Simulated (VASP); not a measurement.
# GaSi2S2 (P-3m1) in VASP: further runs

GaSi2S2 is run at these levels: PBE; tasks: single point.

All numbers are computed with VASP 6.6.1; they aren't measurements. Logs are shortened: lines on timing, memory, paths and dates and some standing lists are left out, and cuts for length are marked.

### 1 The cell of the first run

The structure is trigonal, space group P-3m1 (No. 164). The conventional cell has a = 3.927 Å, b = 3.927 Å, c = 7.814 Å, α = 90.00°, β = 90.00°, γ = 120.00°. Ga (site symmetry -3m) has 6 S at 2.64 Å within 3.5 Å. Within 2.9 Å of Si (site symmetry 3m) lie 1 S at 2.17 Å and 3 Si at 2.39 Å. S (site symmetry 3m) has 1 Si at 2.17 Å and 3 Ga at 2.64 Å within 2.9 Å.

### 2 Single point, PBE

The input, INCAR:

```
SYSTEM = GaSi2S2
ALGO = Normal
EDIFF = 1E-6
ENCUT = 500
GGA = PE
GGA_COMPAT = .False.
ISIF = 2
ISMEAR = 0
LASPH = .True.
LCHARG = .False.
LREAL = .False.
LWAVE = .False.
NBANDS = 24
NELM = 120
PREC = Accurate
SIGMA = 0.1
```

The input, KPOINTS:

```
k-points
0
Gamma
  6 6 2
  0 0 0
```

The input, POSCAR:

```
GaSi2S2
1.0
    3.9268809663      0.0000000000      0.0000000000
   -1.9634404832      3.4007786745      0.0000000000
    0.0000000000      0.0000000000      7.8135102415
Ga Si S
1 2 2
Direct
    0.0000000000      0.0000000000      0.0000000000
    0.6666666667      0.3333333333      0.5480001728
    0.3333333333      0.6666666667      0.4519998272
    0.6666666667      0.3333333333      0.8257777159
    0.3333333333      0.6666666667      0.1742222841
```

Potentials or basis: VASP PAW PBE potentials, release 64 (Ga_d, Si, S).

Launch:

```console
cat potpaw_PBE.64/Ga_d/POTCAR potpaw_PBE.64/Si/POTCAR potpaw_PBE.64/S/POTCAR > POTCAR
mpirun -np 1 vasp_std > vasp.out
```

OUTCAR:

```text
SYSTEM = GaSi2S2
   EDIFF = 1E-6
   ENCUT = 500
   GGA = PE
   ISIF = 2
   ISMEAR = 0
   LASPH = .True.
   LREAL = .False.
   NELM = 120
   PREC = Accurate

 ion  position               nearest neighbor table
   1  0.000  0.000  0.000-   4 2.64   5 2.64   4 2.64   5 2.64   4 2.64   5 2.64
   2  0.667  0.333  0.548-   4 2.17   3 2.39   3 2.39   3 2.39
   3  0.333  0.667  0.452-   5 2.17   2 2.39   2 2.39   2 2.39
   4  0.667  0.333  0.826-   2 2.17   1 2.64   1 2.64   1 2.64
   5  0.333  0.667  0.174-   3 2.17   1 2.64   1 2.64   1 2.64

  LATTYP: Found a hexagonal cell.
 ALAT       =     3.9268809663
 C/A-ratio  =     1.9897497043

  Lattice vectors:

 A1 = (   3.9268809663,   0.0000000000,   0.0000000000)
 A2 = (  -1.9634404832,   3.4007786745,   0.0000000000)
 A3 = (   0.0000000000,   0.0000000000,   7.8135102415)

Analysis of symmetry for initial positions (statically):
=====================================================================
 Subroutine PRICEL returns:
 Original cell was already a primitive cell.

 Routine SETGRP: Setting up the symmetry group for a
 hexagonal supercell.

 Subroutine GETGRP returns: Found 12 space group operations
 (whereof 12 operations were pure point group operations)
 out of a pool of 24 trial point group operations.

The static configuration has the point symmetry D_3d.

Analysis of symmetry for dynamics (positions and initial velocities):
=====================================================================
 Subroutine PRICEL returns:
 Original cell was already a primitive cell.

 Routine SETGRP: Setting up the symmetry group for a
 hexagonal supercell.

 Subroutine GETGRP returns: Found 12 space group operations
 (whereof 12 operations were pure point group operations)
 out of a pool of 24 trial point group operations.

The dynamic configuration has the point symmetry D_3d.

 Subroutine INISYM returns: Found 12 space group operations
 (whereof 12 operations are pure point group operations),
 and found     1 'primitive' translations

----------------------------------------------------------------------------------------

                                     Primitive cell

  volume of cell :     104.3452
[... 80 lines left out ...]
   LSORBIT =      F    spin-orbit coupling
   LASPH  =      T    aspherical Exc in radial PAW
   ENCUT  =  500.0 eV  36.75 Ry    6.06 a.u.   7.16  7.16 14.25*2*pi/ulx,y,z
   NELM   =    120;   NELMIN=  2; NELMDL= -5     # of ELM steps
   EDIFF  = 0.1E-05   stopping-criterion for ELM
   LREAL  =      F    real-space projection
   EDIFFG = 0.1E-04   stopping-criterion for IOM
   NSW    =      0    number of steps for IOM
   IBRION =     -1    ionic relax: 0-MD 1-quasi-New 2-CG
   NFREE  =      0    steps in history (QN), initial steepest desc. (CG)
   ISIF   =      2    stress and relaxation
   ISYM   =      2    0-nonsym 1-usesym 2-fastsym
   POTIM  = 0.5000    time-step for ionic-motion
   TEBEG  =    0.0;   TEEND  =   0.0 temperature during run
   PSTRESS=    0.0 pullay stress
   NELECT =      33.0000    total number of electrons
   NUPDOWN=      -1.0000    fix difference up-down
   EMIN   =  10.00;   EMAX   =-10.00  energy-range for DOS
   EFERMI =   0.00;   METHOD = LEGACY
   ISMEAR =     0;   SIGMA  =   0.10  broadening in eV -4-tet -1-fermi 0-gaus
   EFERMI_NEDOS =   21; number of points for ismear=-14 and -15
   IALGO  =     38    algorithm
   IMIX   =      4    mixing-type and parameters
     AMIX     =   0.40;   BMIX     =  1.00
     AMIX_MAG =   1.60;   BMIX_MAG =  1.00
  volume/ion in A,a.u.               =      20.87       140.83
  Fermi-wavevector in a.u.,A,eV,Ry     =   1.115378  2.107759 16.926572  1.244068
  Thomas-Fermi vector in A             =   2.251982
   LORBIT       =      0    0 simple, 1 ext, 2 COOP (PROOUT), +10 PAW based schemes
   GGA     = PE    functional components
   LHFCALC =     F    Hartree Fock is set to
   AEXX    =    0.0000 exact exchange contribution
   IVDW    =     0    specifies the selected vdW correction
   LEPSILON=     F    determine dielectric tensor
   LRPA    =     F    only Hartree local field effects (RPA)
 non-spin polarized calculation
 Gauss-broadening in eV      SIGMA  =   0.10
  energy-cutoff  :      500.00
  volume of cell :      104.35
 maximum number of plane-waves:      2676
 NGX is ok and might be reduce to    30

 number of electron      33.0000007 magnetization

 Free energy of the ion-electron system (eV)
  ---------------------------------------------------
  ext. energy  EPLUGINS =         0.00000000
  ---------------------------------------------------
  free energy    TOTEN  =       -23.16261395 eV

  energy without entropy =      -23.14507914  energy(sigma->0) =      -23.15384655

 E-fermi :   5.4388     XC(G=0):  -9.4594

 val. band max:        5.3719806702   @ k =   0.3333   0.1667   0.5000
 cond. band min:       5.4409023021   @ k =   0.3333   0.0000   0.5000
 fundamental gap:      0.0689216319
 Fermi energy:         5.4387607020

 k-point     1 :       0.0000    0.0000    0.0000
  band No.  band energies     occupation
      1      -9.6606      2.00000
      2      -9.6599      2.00000
      3      -9.6598      2.00000
      4      -9.6092      2.00000
      5      -9.6092      2.00000
      6      -9.3338      2.00000
[... 367 lines left out ...]
     23      10.1828      0.00000
     24      11.1541      0.00000

------------------------ aborting loop because EDIFF is reached ----------------------------------------

  FORCE on cell =-STRESS in cart. coord.  units (eV):
  Direction    XX          YY          ZZ          XY          YZ          ZX
  --------------------------------------------------------------------------------------
  -------------------------------------------------------------------------------------
  Total       -0.1124383     -0.1124383     -0.0412465      0.0000000     -0.0000000     -0.0000000
  in kB       -1.7264449     -1.7264449     -0.6333228      0.0000000     -0.0000000     -0.0000000
  external PRESSURE =      -1.3620709 kB  Pullay stress =       0.0000000 kB

 VOLUME and BASIS-vectors are now :
 -----------------------------------------------------------------------------
  energy-cutoff  :      500.00
  volume of cell :      104.35
      direct lattice vectors                 reciprocal lattice vectors
     3.926880966  0.000000000  0.000000000     0.254655032  0.147025152  0.000000000
    -1.963440483  3.400778675  0.000000000     0.000000000  0.294050303  0.000000000
     0.000000000  0.000000000  7.813510242     0.000000000  0.000000000  0.127983450

 POSITION                                       TOTAL-FORCE (eV/Angst)
 -----------------------------------------------------------------------------------
      0.00000      0.00000      0.00000        -0.000000      0.000000      0.000000
      1.96344      1.13359      4.28180        -0.000000     -0.000000      0.016095
     -0.00000      2.26719      3.53171         0.000000      0.000000     -0.016095
      1.96344      1.13359      6.45222        -0.000000      0.000000     -0.076346
     -0.00000      2.26719      1.36129         0.000000      0.000000      0.076346
 -----------------------------------------------------------------------------------
    total drift:                               -0.000000      0.000000      0.000000

  FREE ENERGIE OF THE ION-ELECTRON SYSTEM (eV)
  ---------------------------------------------------
  free  energy   TOTEN  =       -23.1626139469 eV

  energy  without entropy=      -23.1450791439  energy(sigma->0) =      -23.15384655
```

Wall time 17 s (1 thread of AMD EPYC 9R45 (Zen 5), shared host); peak memory 0.19 GiB.

What came out:

```
Free energy   : -23.1626 eV
Pressure      : -0.1 GPa
Largest force : 0.076 eV/Å
```

Forces in eV/Å, atoms in the order of the input:
```
Ga   0.000  0.000  0.000
Si   0.000  0.000  0.016
Si   0.000  0.000 -0.016
S    0.000  0.000 -0.076
S    0.000  0.000  0.076
```

Stress tensor (GPa, compression positive):
```
-0.17  0.00  0.00
 0.00 -0.17  0.00
 0.00  0.00 -0.06
```

Caveat: the k points lie up to 0.40 Å⁻¹ apart.

### 3 Single point, PBE

This run uses another cell than the first one: it holds 10 atoms, not 5.

The input, INCAR:

```
SYSTEM = GaSi2S2
ALGO     = Normal         ! electronic algorithm
EDIFF    = 1E-6           ! SCF threshold, eV
ENCUT    = 500            ! plane-wave cutoff, eV
GGA      = PE             ! functional
GGA_COMPAT= .False.      
ISIF     = 2              ! what is computed and relaxed
ISMEAR   = 0              ! smearing method
LASPH    = .True.         ! aspherical terms in the spheres
LCHARG   = .False.        ! write CHGCAR
LREAL    = .False.        ! projectors in reciprocal space
LWAVE    = .False.        ! write WAVECAR
NBANDS   = 44             ! bands
NELM     = 120            ! most SCF steps
PREC     = Accurate       ! precision mode
SIGMA    = 0.1            ! smearing width, eV
```

The input, KPOINTS:

```
k-points
0
Gamma
  6 6 1
  0 0 0
```

The input, POSCAR:

```
GaSi2S2
1.0
    3.5999900506      0.0000000000      0.0000000000
   -1.7999950253      3.1176828372      0.0000000000
    0.0000000000      0.0000000000     22.9401790329
Ga Si S
2 4 4
Direct
    0.6666666667      0.3333333333      0.8748441527
    0.3333333333      0.6666666667      0.1251558473
    0.3333333333      0.6666666667      0.0199026847
    0.6666666667      0.3333333333      0.9800973153
    0.3333333333      0.6666666667      0.3518224355
    0.6666666667      0.3333333333      0.6481775645
    0.3333333333      0.6666666667      0.8272068629
    0.6666666667      0.3333333333      0.1727931371
    0.6666666667      0.3333333333      0.4062901554
    0.3333333333      0.6666666667      0.5937098446
```

Potentials or basis: VASP PAW PBE potentials, release 64 (Ga_d, Si, S).

Launch:

```console
cat potpaw_PBE.64/Ga_d/POTCAR potpaw_PBE.64/Si/POTCAR potpaw_PBE.64/S/POTCAR > POTCAR
mpirun -np 1 vasp_std > vasp.out
```

It took 88 s on 1 thread of Intel Xeon Platinum 8559C (Emerald Rapids), shared host; peak memory 0.35 GiB.

The run converged. Its results:

```yaml
Free_energy: -46.1088 eV
Pressure: 0.0 GPa
Largest_force: 0.039 eV/Å
Band_gap_on_the_k_mesh: 0.66 eV, indirect (least direct gap 0.84 eV)
```

Forces on the atoms (eV/Å):
```
Ga   0.000  0.000  0.012
Ga   0.000  0.000 -0.012
Si   0.000  0.000 -0.039
Si   0.000  0.000  0.039
Si   0.000  0.000  0.033
Si   0.000  0.000 -0.033
S    0.000  0.000 -0.007
S    0.000  0.000  0.007
S    0.000  0.000 -0.033
S    0.000  0.000  0.033
```

Stress tensor (GPa, compression positive):
```
 0.00  0.00  0.00
 0.00  0.00  0.00
 0.00  0.00 -0.12
```

Levels at points of the mesh, in eV from the valence-band top:
```
           k point  band 31  band 32  band 33  band 34  band 35  band 36
(0.00, 0.00, 0.00)    -1.15     0.00     0.00     0.84     0.98     1.24
(0.50, 0.00, 0.00)    -1.96    -1.86    -1.80     0.66     0.73     0.92
```

Caveat: this functional lacks dispersion, which binds the layers, so the pressure and a relaxed spacing across them are unreliable.

### 4 Single point, PBE

This run uses another cell than the first one: it holds 10 atoms, not 5.

The input, INCAR:

```
PREC = Accurate ; ENCUT = 500
EDIFF = 1E-6 ; ISMEAR = 0
SIGMA = 0.2 ; LREAL = False
LASPH = True ; NELM = 120
ALGO = Normal ; ISIF = 2
LWAVE = False ; LCHARG = True
GGA = PE ; LELF = True
LVHAR = True ; NBANDS = 44
GGA_COMPAT = False
```

The input, KPOINTS:

```
regular mesh
0
Gamma
  6 6 2
```

The input, POSCAR:

```
GaSi2S2
1.0
    3.9256357311      0.0000000000      0.0000000000
   -1.9628178656      3.3997002691      0.0000000000
    0.0000000000      0.0000000000     15.6342639377
Ga Si S
2 4 4
Direct
    1.0000000000      1.0000000000      0.5000000000
    0.0000000000      0.0000000000      0.0000000000
    0.6666666667      0.3333333333      0.2738700618
    0.6666666667      0.3333333333      0.7738700618
    0.3333333333      0.6666666667      0.2261299382
    0.3333333333      0.6666666667      0.7261299382
    0.6666666667      0.3333333333      0.4126879171
    0.6666666667      0.3333333333      0.9126879171
    0.3333333333      0.6666666667      0.0873120829
    0.3333333333      0.6666666667      0.5873120829
```

Launch:

```console
cat potpaw_PBE.64/Ga_d/POTCAR potpaw_PBE.64/Si/POTCAR potpaw_PBE.64/S/POTCAR > POTCAR
mpirun -np 1 vasp_std > vasp.out
```

Wall time 2.1 min (1 thread of Intel Xeon Platinum 8559C (Emerald Rapids), shared host); peak memory 0.36 GiB.

It converged, with:

| Quantity | Value |
| --- | --- |
| Free energy | -46.4136 eV |
| Pressure | 0.1 GPa |
| Largest force | 0.036 eV/Å |
| Band gap on the k mesh | zero (band 33 reaches 5.87 eV, above the bottom of band 34 at 4.68 eV) |

Forces in eV/Å, atoms in the order of the input:
```
Ga   0.000  0.000  0.000
Ga   0.000  0.000  0.000
Si   0.000  0.000  0.006
Si   0.000  0.000  0.006
Si   0.000  0.000 -0.006
Si   0.000  0.000 -0.006
S    0.000  0.000 -0.036
S    0.000  0.000 -0.036
S    0.000  0.000  0.036
S    0.000  0.000  0.036
```

Stress tensor (GPa, compression positive):
```
 0.17  0.00  0.00
 0.00  0.17  0.00
 0.00  0.00 -0.12
```

Levels at points of the mesh, in eV from the Fermi level:
```
           k point  band 29  band 30  band 31  band 32  band 33  band 34  band 35  band 36  band 37  band 38
(0.00, 0.00, 0.00)    -1.59    -1.04    -1.04    -0.96    -0.96    -0.17     0.32     0.84     1.81     2.37
(0.50, 0.00, 0.00)    -3.73    -2.60    -2.41    -1.42    -0.47    -0.40     0.45     0.52     1.43     1.95
(0.00, 0.00, 0.50)    -1.00    -1.00    -1.00    -1.00    -0.83    -0.83     0.61     0.61     2.15     2.15
(0.50, 0.00, 0.50)    -3.24    -3.24    -1.77    -1.77    -0.60    -0.60     0.52     0.52     2.01     2.01
```

### 5 Single point, PBE (volume scaled by 0.88, then relaxed in part)

The input, INCAR:

```
PREC     = Accurate       # precision mode
ENCUT    = 500            # plane-wave cutoff, eV
EDIFF    = 1E-6           # SCF threshold, eV
ISMEAR   = 0              # smearing method
SIGMA    = 0.1            # smearing width, eV
LREAL    = F              # projectors in reciprocal space
LASPH    = T              # aspherical terms in the spheres
NELM     = 120            # most SCF steps
ALGO     = Normal         # electronic algorithm
ISIF     = 2              # what is computed and relaxed
LWAVE    = F              # write WAVECAR
LCHARG   = F              # write CHGCAR
GGA      = PE             # functional
NBANDS   = 24             # bands
GGA_COMPAT= F
```

The input, KPOINTS:

```
Automatic mesh
0
Gamma
  12 12 4
```

The input, POSCAR:

```
GaSi2S2
1.0
    3.7358115672      0.0000000000      0.0000000000
   -1.8679057836      3.2353077209      0.0000000000
    0.0000000000      0.0000000000      7.5959165848
Ga Si S
1 2 2
Direct
    0.0000000000      0.0000000000      0.0000000000
    0.6666666667      0.3333333333      0.5488450786
    0.3333333333      0.6666666667      0.4511549214
    0.6666666667      0.3333333333      0.8298207027
    0.3333333333      0.6666666667      0.1701792973
```

Launch:

```console
cat potpaw_PBE.64/Ga_d/POTCAR potpaw_PBE.64/Si/POTCAR potpaw_PBE.64/S/POTCAR > POTCAR
mpirun -np 1 vasp_std > vasp.out
```

It took 89 s on 1 thread of Intel Xeon Platinum 8559C (Emerald Rapids), shared host; peak memory 0.28 GiB.

The run converged. Its results:

| Property | Result |
| --- | --- |
| Free energy | -22.8884 eV |
| Pressure | 9.2 GPa |
| Largest force | 0.049 eV/Å |

Forces on the atoms (eV/Å):
```
Ga   0.000  0.000  0.000
Si   0.000  0.000  0.027
Si   0.000  0.000 -0.027
S    0.000  0.000 -0.049
S    0.000  0.000  0.049
```

Stress tensor (GPa, compression positive):
```
9.30 0.00 0.00
0.00 9.30 0.00
0.00 0.00 9.03
```

Levels at points of the mesh, in eV from the Fermi level:
```tsv
k point	band 14	band 15	band 16	band 17	band 18	band 19	band 20	band 21
(0.00, 0.00, 0.00)	-3.18	-1.22	-1.22	0.26	0.35	1.81	2.28	2.28
(0.50, 0.00, 0.00)	-4.48	-3.10	-2.93	-0.55	0.21	0.93	2.10	3.25
(0.00, 0.00, 0.50)	-3.13	-1.41	-1.32	-1.32	1.40	1.41	2.22	2.22
(0.50, 0.00, 0.50)	-4.77	-4.19	-1.82	-0.69	0.18	1.85	2.94	3.02
```

### 6 Overview

| cell | k mesh | smearing | gap on the mesh (eV) | pressure (GPa) | largest force (eV/Å) |
| --- | --- | --- | --- | --- | --- |
| a = 3.927, b = 3.927, c = 7.814 Å, angles 90.0, 90.0, 120.0°, 5 atoms | 6 × 6 × 2 | gaussian 0.1 eV | none | -0.1 | 0.08 |
| a = 3.600, b = 3.600, c = 22.940 Å, angles 90.0, 90.0, 120.0°, 10 atoms | 6 × 6 × 1 | gaussian 0.1 eV | 0.66 | 0.0 | 0.04 |
| a = 3.926, b = 3.926, c = 15.634 Å, angles 90.0, 90.0, 120.0°, 10 atoms | 6 × 6 × 2 | gaussian 0.2 eV | none | 0.1 | 0.04 |
| a = 3.736, b = 3.736, c = 7.596 Å, angles 90.0, 90.0, 120.0°, 5 atoms | 12 × 12 × 4 | gaussian 0.1 eV | none | 9.2 | 0.05 |

Alike in all rows: task single point; level PBE; potentials or basis VASP PAW PBE potentials, release 64 (Ga_d, Si, S); no spin polarisation; cutoff (eV) 500.

Caveats: some runs use coarse meshes; this functional lacks dispersion, which binds the layers, so the pressure and a relaxed spacing across them are unreliable (some runs).

Absolute energies hang on the potentials; compare differences alone.
